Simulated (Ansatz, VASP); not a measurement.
# Be3CdS2 in VASP and in Ansatz

Contents of INCAR:

```
SYSTEM = Be3CdS2
  PREC = Accurate
  ENCUT = 600
  EDIFF = 1E-7
  ISMEAR = 0
  SIGMA = 0.1
  LREAL = .FALSE.
  LASPH = .TRUE.
  NELM = 120
  ALGO = Normal
  ISIF = 3
  LWAVE = .FALSE.
  LCHARG = .FALSE.
  GGA = PE
  IBRION = 2
  NSW = 100
  EDIFFG = -0.01
  GGA_COMPAT = .FALSE.
  NELMIN = 4
```

File KPOINTS:

```
regular mesh
0
G
  12 12 12
  0 0 0
```

The input POSCAR:

```
Be3CdS2
1.0
    5.7334194000      0.0000000000      0.0000000000
   -2.8667097000      4.9652868500      0.0000000000
    0.0000000000      0.0000000000      2.9747034500
Be Cd S
3 1 2
Direct
    0.5000000000      0.0000000000      0.5000000000
    0.5000000000      0.5000000000      0.5000000000
    0.0000000000      0.5000000000      0.5000000000
    0.0000000000      0.0000000000      0.0000000000
    0.3333333300      0.6666666700      0.0000000000
    0.6666666700      0.3333333300      0.0000000000
```

Input for Ansatz:

```yaml
crystal:
  lattice:
    - [5.7334194, 0.0, 0.0]
    - [-2.8667097, 4.96528685, 0.0]
    - [0.0, 0.0, 2.97470345]
  atoms:
    - { symbol: Be, position: [0.5, 0.0, 0.5] }
    - { symbol: Be, position: [0.5, 0.5, 0.5] }
    - { symbol: Be, position: [0.0, 0.5, 0.5] }
    - { symbol: Cd, position: [0.0, 0.0, 0.0] }
    - { symbol: S, position: [0.33333333, 0.66666667, 0.0] }
    - { symbol: S, position: [0.66666667, 0.33333333, 0.0] }
basis:
  ecutwfc: 420
kpoints:
  mp_grid: { grid: [12, 12, 12] }
hamiltonian:
  xc: pbe
scf:
  occupations: { method: gaussian, width: 0.1 }
output:
  forces: true
  stress: true
  eigenvalues: true
relax:
  adjacent_minimum: "off"
  f_tol: 0.01
  max_steps: 80
  cell: { stress_tol: 0.05 }
```

Change from the starting cell: species swapped into the EuB2Rh3 type (P6/mmm, No. 191).

Alike in both runs: task relaxation of cell and atoms; functional PBE; k mesh 12 × 12 × 12; occupations gaussian, width 0.1 eV; no spin polarisation.

|  | VASP | Ansatz |
| --- | --- | --- |
| version | VASP 6.6.1 | Ansatz 0.2.0 |
| potentials or method | VASP PAW PBE potentials, release 64 (Be, Cd, S), cutoff 600 eV | scalar-relativistic, plane waves, PAW |
| valence electrons in the cell | 30 | 38 |

VASP gave:

```
gap on the k mesh at the Fermi level, each at its own relaxed structure (eV) : none
relaxed volume (Å³/atom)                                                     : 14.39
relaxed length of the cell vector where the two differ most in proportion (Å)              : 5.708
```

Problem. Estimate Ansatz's values.

Solution. gap on the k mesh at the Fermi level, each at its own relaxed structure (eV): none; relaxed volume (Å³/atom): 14.38; relaxed length of the cell vector where the two differ most in proportion (Å): 5.707.

A gap of «none» marks a metal or a gap that the smearing closes. VASP's potentials hold 30 valence electrons a cell and Ansatz's 38, so a difference there can come from the potentials and not from the codes.

Noted on VASP's run: too few bands were computed for a metal, which touches its energy and stress.
